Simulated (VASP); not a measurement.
# InP: single point with PBE

InP:

```
In P
1.0
     0.00000    2.95379    2.95379
     2.95379    0.00000    2.95379
     2.95379    2.95379    0.00000
In P
1 1
Direct
  0.00000 0.00000 0.00000
  0.25000 0.25000 0.25000
```

- Program: VASP 6.6.1
- Task: single point
- Functional: PBE
- Potentials or basis: VASP PAW PBE potentials, release 64 (In_d, P)
- Cutoff: 500 eV
- k mesh: 6 × 6 × 6
- Occupations: gaussian, width 0.05 eV
- Spin: no spin polarisation

```
Pressure               : 1.6 GPa
Band gap on the k mesh : 0.58 eV, direct
```

Levels at points of the mesh, in eV from the valence-band top:
| k point | band 7 | band 8 | band 9 | band 10 | band 11 | band 12 |
| --- | --- | --- | --- | --- | --- | --- |
| (0.00, 0.00, 0.00) | 0.00 | 0.00 | 0.00 | 0.58 | 4.09 | 4.09 |
| (0.50, 0.00, 0.00) | -5.61 | -0.94 | -0.94 | 1.44 | 4.80 | 4.80 |
| (0.50, 0.50, 0.00) | -5.65 | -2.24 | -2.24 | 1.80 | 2.27 | 9.07 |

Run time: 7.9 s on 1 thread of Intel(R) Xeon(R) Platinum 8559C (Emerald Rapids) (shared host), peak memory 0.16 GiB.

Caveat: spin-orbit coupling is left out, which moves the levels of the heavy elements. As with any semilocal functional, this PBE gap is likely too small.
